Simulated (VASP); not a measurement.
# TiAl (an interface model) in VASP: further runs

TiAl (an interface model) is run at these levels: PBEsol; tasks: single point.

Program: VASP 6.6.1. These are calculated values, not measurements. Logs are shortened: lines on timing, memory, paths and dates and some standing lists are left out, and cuts for length are marked.

## (1) The cell of the first run

The cell holds layers of an interface, 10 atoms: a = 2.868 Å, b = 2.868 Å, c = 28.543 Å, α = 59.81°, β = 59.81°, γ = 90.00°.

## (2) Single point, PBEsol

File INCAR:

```
SYSTEM = TiAl
  PREC = Accurate
  ENCUT = 520
  EDIFF = 1E-6
  ISMEAR = 0
  SIGMA = 0.1
  LREAL = .FALSE.
  LASPH = .TRUE.
  NELM = 100
  ALGO = Normal
  ISIF = 2
  LWAVE = .FALSE.
  LCHARG = .FALSE.
  GGA = PS
  NBANDS = 48
```

File KPOINTS:

```
Automatic mesh
0
G
  12 12 2
  0 0 0
```

File POSCAR:

```
TiAl
1.0
    2.8679121255     -0.0000014802     -0.0029138039
   -0.0000014802      2.8679121255     -0.0029138039
   14.3738537526     14.3738537526     20.0377540289
Ti Al
5 5
Direct
    0.3637438017      0.3637438017      0.0266564500
    0.3599911344      0.3599911344      0.1272609204
    0.3537818169      0.3537818169      0.2283745643
    0.3475724994      0.3475724994      0.3294882081
    0.3438198321      0.3438198321      0.4300926785
    0.3460244835      0.3460244835      0.5295969469
    0.3507188542      0.3507188542      0.6288681712
    0.3537818169      0.3537818169      0.7283745643
    0.3568447796      0.3568447796      0.8278809574
    0.3615391503      0.3615391503      0.9271521816
```

Potentials or basis: VASP PAW PBE potentials, release 64 (Ti_sv, Al).

The run is started by

```console
$ cat potpaw_PBE.64/Ti_sv/POTCAR potpaw_PBE.64/Al/POTCAR > POTCAR
$ mpirun -np 1 vasp_std > vasp.out
```

OUTCAR:

```text
SYSTEM = TiAl
   PREC = Accurate
   ENCUT = 520
   EDIFF = 1E-6
   ISMEAR = 0
   LREAL = .FALSE.
   LASPH = .TRUE.
   NELM = 100
   ISIF = 2
   GGA = PS

 ion  position               nearest neighbor table
   1  0.364  0.364  0.027-  10 2.85  10 2.85  10 2.85  10 2.85   2 2.86   2 2.86   2 2.86   2 2.86

   2  0.360  0.360  0.127-   1 2.86   1 2.86   1 2.86   1 2.86   3 2.87   3 2.87   3 2.87   3 2.87

   3  0.354  0.354  0.228-   4 2.87   2 2.87   4 2.87   4 2.87   2 2.87   2 2.87   2 2.87   4 2.87

   4  0.348  0.348  0.329-   5 2.86   5 2.86   5 2.86   5 2.86   3 2.87   3 2.87   3 2.87   3 2.87

   5  0.344  0.344  0.430-   6 2.85   6 2.85   6 2.85   6 2.85   4 2.86   4 2.86   4 2.86   4 2.86

   6  0.346  0.346  0.530-   7 2.84   7 2.84   7 2.84   5 2.85   5 2.85   5 2.85   5 2.85   7 2.85

   7  0.351  0.351  0.629-   6 2.84   6 2.84   6 2.84   8 2.84   8 2.85   8 2.85   6 2.85   8 2.85

   8  0.354  0.354  0.728-   7 2.84   9 2.84   7 2.85   9 2.85   9 2.85   7 2.85   9 2.85   7 2.85

   9  0.357  0.357  0.828-  10 2.84  10 2.84  10 2.84   8 2.84   8 2.85   8 2.85  10 2.85   8 2.85

  10  0.362  0.362  0.927-   9 2.84   9 2.84   9 2.84   1 2.85   1 2.85   1 2.85   1 2.85   9 2.85

  LATTYP: Found a base centered monoclinic cell.
 ALAT       =     4.0558423169
 B/A-ratio  =     1.0000000000
 C/A-ratio  =     4.9476653997
 COS(beta)  =    -0.0009804803

  Lattice vectors:

 A1 = (  -2.8679121255,   0.0000014802,   0.0029138039)
 A2 = (   0.0000014802,  -2.8679121255,   0.0029138039)
 A3 = (   0.0343005261,   0.0343005261,  20.0668920679)

Analysis of symmetry for initial positions (statically):
=====================================================================
 Subroutine PRICEL returns:
 Original cell was already a primitive cell.

 Routine SETGRP: Setting up the symmetry group for a
 base centered monoclinic supercell.

 Subroutine GETGRP returns: Found  4 space group operations
 (whereof  2 operations were pure point group operations)
 out of a pool of  4 trial point group operations.

The static configuration has the point symmetry C_1h.
 The point group associated with its full space group is C_2h.

Analysis of symmetry for dynamics (positions and initial velocities):
=====================================================================
 Subroutine PRICEL returns:
 Original cell was already a primitive cell.

 Routine SETGRP: Setting up the symmetry group for a
 base centered monoclinic supercell.

 Subroutine GETGRP returns: Found  4 space group operations
 (whereof  2 operations were pure point group operations)
 out of a pool of  4 trial point group operations.

The dynamic configuration has the point symmetry C_1h.
 The point group associated with its full space group is C_2h.

 Subroutine INISYM returns: Found  4 space group operations
 (whereof  2 operations are pure point group operations),
 and found     1 'primitive' translations

----------------------------------------------------------------------------------------

                                     Primitive cell

  volume of cell :     165.0492

  direct lattice vectors                    reciprocal lattice vectors
     2.867912126 -0.000001480 -0.002913804     0.348431960 -0.000253579 -0.249761781
    -0.000001480  2.867912126 -0.002913804    -0.000253579  0.348431960 -0.249761781
    14.373853753 14.373853753 20.037754029     0.000050631  0.000050631  0.049833154

  length of vectors
     2.867913606  2.867913606 28.543421833     0.428702510  0.428702510  0.049833206

  position of ions in fractional coordinates (direct lattice)
     0.363743802  0.363743802  0.026656450
     0.359991134  0.359991134  0.127260920
     0.353781817  0.353781817  0.228374564
     0.347572499  0.347572499  0.329488208
     0.343819832  0.343819832  0.430092679
     0.346024484  0.346024484  0.529596947
     0.350718854  0.350718854  0.628868171
     0.353781817  0.353781817  0.728374564
     0.356844780  0.356844780  0.827880957
     0.361539150  0.361539150  0.927152182

  ion indices of the primitive-cell ions
   primitive index   ion index
                 1           1
                 2           2
                 3           3
                 4           4
                 5           5
                 6           6
                 7           7
                 8           8
                 9           9
                10          10

----------------------------------------------------------------------------------------

 KPOINTS: Automatic mesh

Automatic generation of k-mesh.
 Grid dimensions read from file:
 generate k-points for:   12   12    2

 Generating k-lattice:

  Cartesian coordinates                     Fractional coordinates (reciprocal lattice)
     0.029035997 -0.000021132 -0.020813482     0.083333333 -0.000000000  0.000000000
    -0.000021132  0.029035997 -0.020813482    -0.000000000  0.083333333  0.000000000
     0.000025315  0.000025315  0.024916577     0.000000000  0.000000000  0.500000000

  Length of vectors
     0.035725209  0.035725209  0.024916603

  Shift w.r.t. Gamma in fractional coordinates (k-lattice)
     0.000000000  0.000000000  0.000000000

 Subroutine IBZKPT returns following result:
 ===========================================

 Found     86 irreducible k-points:

 Following reciprocal coordinates:
            Coordinates               Weight
  0.000000  0.000000  0.000000      1.000000
  0.083333  0.000000 -0.000000      4.000000
  0.166667  0.000000  0.000000      4.000000
  0.250000  0.000000  0.000000      4.000000
  0.333333  0.000000  0.000000      4.000000
  0.416667  0.000000  0.000000      4.000000
[... 16 lines left out ...]
  0.500000  0.166667  0.000000      4.000000
 -0.416667  0.166667 -0.000000      4.000000
 [... further k-points ...]
   k-points           NKPTS =     86   k-points in BZ     NKDIM =     86   number of bands    NBANDS=     48
   number of dos      NEDOS =    301   number of ions     NIONS =     10
   total plane-waves  NPLWV = 124416
   dimension x,y,z NGX =    24 NGY =   24 NGZ =  216
   dimension x,y,z NGXF=    48 NGYF=   48 NGZF=  432
   ions per type =               5   5
   NGX,Y,Z   is equivalent  to a cutoff of  13.91, 13.91, 12.58 a.u.
   NGXF,Y,Z  is equivalent  to a cutoff of  27.82, 27.82, 25.16 a.u.
 SYSTEM =  TiAl
   PREC   = accura    normal or accurate (medium, high low for compatibility)
   ISTART =      0    job   : 0-new  1-cont  2-samecut
   ICHARG =      2    charge: 1-file 2-atom 10-const
   ISPIN  =      1    spin polarized calculation?
   LNONCOLLINEAR =      F non collinear calculations
   LSORBIT =      F    spin-orbit coupling
   LASPH  =      T    aspherical Exc in radial PAW
   ENCUT  =  520.0 eV  38.22 Ry    6.18 a.u.   5.33  5.33 53.07*2*pi/ulx,y,z
   NELM   =    100;   NELMIN=  2; NELMDL= -5     # of ELM steps
   EDIFF  = 0.1E-05   stopping-criterion for ELM
   LREAL  =      F    real-space projection
   EDIFFG = 0.1E-04   stopping-criterion for IOM
   NSW    =      0    number of steps for IOM
   IBRION =     -1    ionic relax: 0-MD 1-quasi-New 2-CG
   NFREE  =      0    steps in history (QN), initial steepest desc. (CG)
   ISIF   =      2    stress and relaxation
   ISYM   =      2    0-nonsym 1-usesym 2-fastsym
   POTIM  = 0.5000    time-step for ionic-motion
   TEBEG  =    0.0;   TEEND  =   0.0 temperature during run
   PSTRESS=    0.0 pullay stress
   NELECT =      75.0000    total number of electrons
   NUPDOWN=      -1.0000    fix difference up-down
   EMIN   =  10.00;   EMAX   =-10.00  energy-range for DOS
   EFERMI =   0.00;   METHOD = LEGACY
   ISMEAR =     0;   SIGMA  =   0.10  broadening in eV -4-tet -1-fermi 0-gaus
   EFERMI_NEDOS =   21; number of points for ismear=-14 and -15
   IALGO  =     38    algorithm
   IMIX   =      4    mixing-type and parameters
     AMIX     =   0.40;   BMIX     =  1.00
     AMIX_MAG =   1.60;   BMIX_MAG =  1.00
  volume/ion in A,a.u.               =      16.50       111.38
  Fermi-wavevector in a.u.,A,eV,Ry     =   1.258609  2.378426 21.552941  1.584097
  Thomas-Fermi vector in A             =   2.392210
   LORBIT       =      0    0 simple, 1 ext, 2 COOP (PROOUT), +10 PAW based schemes
   GGA     = PS    functional components
   LHFCALC =     F    Hartree Fock is set to
   AEXX    =    0.0000 exact exchange contribution
   IVDW    =     0    specifies the selected vdW correction
   LEPSILON=     F    determine dielectric tensor
   LRPA    =     F    only Hartree local field effects (RPA)
 non-spin polarized calculation
 Gauss-broadening in eV      SIGMA  =   0.10
  energy-cutoff  :      520.00
  volume of cell :      165.05
 maximum number of plane-waves:      4486
 NGX is ok and might be reduce to    24
   NGX = 11   NGY = 11   NGZ =105

 number of electron      75.0000000 magnetization

 Free energy of the ion-electron system (eV)
  ---------------------------------------------------
  ext. energy  EPLUGINS =         0.00000000
  ---------------------------------------------------
  free energy    TOTEN  =       -62.76012272 eV

  energy without entropy =      -62.69802208  energy(sigma->0) =      -62.72907240

 E-fermi :   8.2755     XC(G=0): -11.0704

 val. band max:        8.2747237808   @ k =   0.5000   0.4167   0.0000
 cond. band min:       8.2768652442   @ k =   0.0000   0.0000   0.5000
 fundamental gap:      0.0021414634
 Fermi energy:         8.2754500656

 k-point     1 :       0.0000    0.0000    0.0000
  band No.  band energies     occupation
      1     -48.1892      2.00000
      2     -48.1854      2.00000
      3     -48.0871      2.00000
      4     -48.0360      2.00000
      5     -47.9574      2.00000
      6     -24.7480      2.00000
[... 40 lines left out ...]
     47      10.6677      0.00000
     48      10.9380      0.00000

 k-point     2 :       0.0833    0.0000   -0.0000
  band No.  band energies     occupation
      1     -48.1844      2.00000
      2     -48.1810      2.00000
      3     -48.0828      2.00000
      4     -48.0338      2.00000
      5     -47.9566      2.00000
      6     -24.7370      2.00000
[... 40 lines left out ...]
     47      10.6636      0.00000
     48      10.7942      0.00000

 k-point     3 :       0.1667    0.0000    0.0000
  band No.  band energies     occupation
      1     -48.1713      2.00000
      2     -48.1689      2.00000
      3     -48.0706      2.00000
      4     -48.0278      2.00000
      5     -47.9548      2.00000
      6     -24.7073      2.00000
[... 40 lines left out ...]
     47      10.4555      0.00000
     48      10.5446      0.00000

 k-point     4 :       0.2500    0.0000    0.0000
  band No.  band energies     occupation
      1     -48.1533      2.00000
      2     -48.1521      2.00000
      3     -48.0527      2.00000
      4     -48.0198      2.00000
      5     -47.9538      2.00000
      6     -24.6913      2.00000
[... 958 lines left out ...]
     47       9.8102      0.00000
     48       9.9715      0.00000

 k-point    23 :       0.5000    0.1667    0.0000
  band No.  band energies     occupation
      1     -48.1052      2.00000
      2     -48.1052      2.00000
      3     -47.9933      2.00000
      4     -47.9930      2.00000
      5     -47.9510      2.00000
      6     -24.7729      2.00000
[... 40 lines left out ...]
     47       9.7694      0.00000
     48       9.8319      0.00000

 k-point    24 :      -0.4167    0.1667   -0.0000
  band No.  band energies     occupation
      1     -48.1097      2.00000
      2     -48.1097      2.00000
      3     -48.0007      2.00000
      4     -47.9953      2.00000
      5     -47.9491      2.00000
      6     -24.7489      2.00000
[... 40 lines left out ...]
     47       9.8143      0.00000
     48       9.9820      0.00000

 [... further k-points ...]

------------------------ aborting loop because EDIFF is reached ----------------------------------------

  FORCE on cell =-STRESS in cart. coord.  units (eV):
  Direction    XX          YY          ZZ          XY          YZ          ZX
  --------------------------------------------------------------------------------------
  -------------------------------------------------------------------------------------
  Total       -1.4636898     -1.4636898     -0.1102521     -0.1004578     -0.0221161     -0.0221162
  in kB      -14.2084380    -14.2084380     -1.0702468     -0.9751714     -0.2146871     -0.2146877
  external PRESSURE =      -9.8290410 kB  Pullay stress =       0.0000000 kB

 VOLUME and BASIS-vectors are now :
 -----------------------------------------------------------------------------
  energy-cutoff  :      520.00
  volume of cell :      165.05
      direct lattice vectors                 reciprocal lattice vectors
     2.867912126 -0.000001480 -0.002913804     0.348431960 -0.000253579 -0.249761781
    -0.000001480  2.867912126 -0.002913804    -0.000253579  0.348431960 -0.249761781
    14.373853753 14.373853753 20.037754029     0.000050631  0.000050631  0.049833154

 POSITION                                       TOTAL-FORCE (eV/Angst)
 -----------------------------------------------------------------------------------
      1.42634      1.42634      0.53202        -0.001601     -0.001601      0.015887
      2.86165      2.86165      2.54793         0.000111      0.000111      0.004339
      4.29724      4.29724      4.57405         0.000000     -0.000000     -0.000000
      5.73282      5.73282      6.60018        -0.000111     -0.000111     -0.004339
      7.16813      7.16813      8.61609         0.001601      0.001601     -0.015887
      8.60472      8.60472     10.60992         0.001474      0.001474      0.003429
     10.04509     10.04509     12.59906        -0.000517     -0.000517      0.000658
     11.48416     11.48416     14.59293         0.000000     -0.000000     -0.000000
     12.92324     12.92324     16.58680         0.000517      0.000517     -0.000658
     14.36361     14.36361     18.57594        -0.001474     -0.001474     -0.003429
 -----------------------------------------------------------------------------------
    total drift:                                0.000012      0.000012      0.000008

  FREE ENERGIE OF THE ION-ELECTRON SYSTEM (eV)
  ---------------------------------------------------
  free  energy   TOTEN  =       -62.7601227249 eV

  energy  without entropy=      -62.6980220832  energy(sigma->0) =      -62.72907240
```

Wall time 17 min (1 thread of Intel Xeon 6975P-C (Granite Rapids), shared host); peak memory 0.68 GiB.

Results:

* Free energy: -62.7601 eV
* Pressure: -1.0 GPa
* Largest force: 0.016 eV/Å
* Band gap on the k mesh: zero (an odd number of electrons rules out a gap without spin polarisation)

Forces in eV/Å, atoms in the order of the input:
```
Ti  -0.002 -0.002  0.016
Ti   0.000  0.000  0.004
Ti   0.000  0.000  0.000
Ti   0.000  0.000 -0.004
Ti   0.002  0.002 -0.016
Al   0.001  0.001  0.003
Al  -0.001 -0.001  0.001
Al   0.000  0.000  0.000
Al   0.001  0.001 -0.001
Al  -0.001 -0.001 -0.003
```

Caveat: the PAW data sets were made with another functional, which shifts forces and pressure a little.

## (3) Single point, PBEsol

This run uses another cell than the first one, of 16.41 Å³/atom.

File INCAR:

```
SYSTEM = TiAl
PREC     = Accurate       ! precision mode
ENCUT    = 520            ! plane-wave cutoff, eV
EDIFF    = 1E-7           ! SCF threshold, eV
ISMEAR   = 0              ! smearing method
SIGMA    = 0.1            ! smearing width, eV
LREAL    = .FALSE.        ! projectors in reciprocal space
LASPH    = .TRUE.         ! aspherical terms in the spheres
NELM     = 100            ! most SCF steps
ALGO     = Normal         ! electronic algorithm
ISIF     = 2              ! what is computed and relaxed
LWAVE    = .FALSE.        ! write WAVECAR
LCHARG   = .FALSE.        ! write CHGCAR
GGA      = PS             ! functional
NBANDS   = 48             ! bands
```

File KPOINTS:

```
regular mesh
0
G
  12 12 2
  0 0 0
```

File POSCAR:

```
TiAl
1.0
    2.8679136057      0.0000000000      0.0000000000
    0.0000000000      2.8679136057      0.0000000000
   14.3941368122     14.3941368122     19.9489918309
Ti Al
5 5
Direct
    0.3742034839      0.3742034839      0.0250639232
    0.3639926504      0.3639926504      0.1267192438
    0.3537818169      0.3537818169      0.2283745643
    0.3435709834      0.3435709834      0.3300298848
    0.3333601499      0.3333601499      0.4316852053
    0.3333601499      0.3333601499      0.5316852053
    0.3435709834      0.3435709834      0.6300298848
    0.3537818169      0.3537818169      0.7283745643
    0.3639926504      0.3639926504      0.8267192438
    0.3742034839      0.3742034839      0.9250639232
```

Potentials or basis: VASP PAW PBE potentials, release 64 (Ti_sv, Al).

The run is started by

```console
$ cat potpaw_PBE.64/Ti_sv/POTCAR potpaw_PBE.64/Al/POTCAR > POTCAR
$ mpirun -np 1 vasp_std > vasp.out
```

It took 16 min on 1 thread of Intel Xeon 6975P-C (Granite Rapids), shared host; peak memory 0.67 GiB.

The run converged. Its results:

```
Free energy            : -62.7515 eV
Pressure               : -0.5 GPa
Largest force          : 0.084 eV/Å
Band gap on the k mesh : zero (an odd number of electrons rules out a gap without spin polarisation)
```

Forces in eV/Å, atoms in the order of the input:
```
Ti  -0.011 -0.011  0.062
Ti  -0.001 -0.001 -0.018
Ti   0.000  0.000  0.000
Ti   0.001  0.001  0.018
Ti   0.011  0.011 -0.062
Al  -0.003 -0.003 -0.084
Al   0.003  0.003 -0.014
Al   0.000  0.000  0.000
Al  -0.003 -0.003  0.014
Al   0.003  0.003  0.084
```

Stress tensor (GPa, compression positive):
```
-1.15 -0.10 -0.15
-0.10 -1.15 -0.15
-0.15 -0.15  0.80
```

Levels at points of the mesh, in eV from the Fermi level:
| k point | band 35 | band 36 | band 37 | band 38 | band 39 | band 40 | band 41 | band 42 |
| --- | --- | --- | --- | --- | --- | --- | --- | --- |
| (0.00, 0.00, 0.00) | -0.01 | 0.64 | 1.02 | 1.02 | 1.32 | 1.36 | 1.36 | 1.66 |
| (0.50, 0.00, 0.00) | -0.14 | -0.06 | -0.05 | -0.03 | 0.24 | 0.37 | 0.52 | 0.59 |
| (0.50, 0.50, 0.00) | -1.45 | -0.64 | -0.62 | -0.60 | -0.58 | -0.55 | -0.55 | 0.14 |
| (0.00, 0.00, 0.50) | -0.01 | 0.64 | 1.02 | 1.02 | 1.33 | 1.36 | 1.36 | 1.52 |
| (0.50, 0.00, 0.50) | -0.17 | -0.05 | 0.09 | 0.20 | 0.21 | 0.24 | 0.48 | 0.50 |
| (0.50, 0.50, 0.50) | -1.26 | -1.11 | -1.11 | -0.67 | -0.60 | 0.13 | 0.14 | 0.20 |

Caveat: the PAW data sets were made with another functional, which shifts forces and pressure a little.
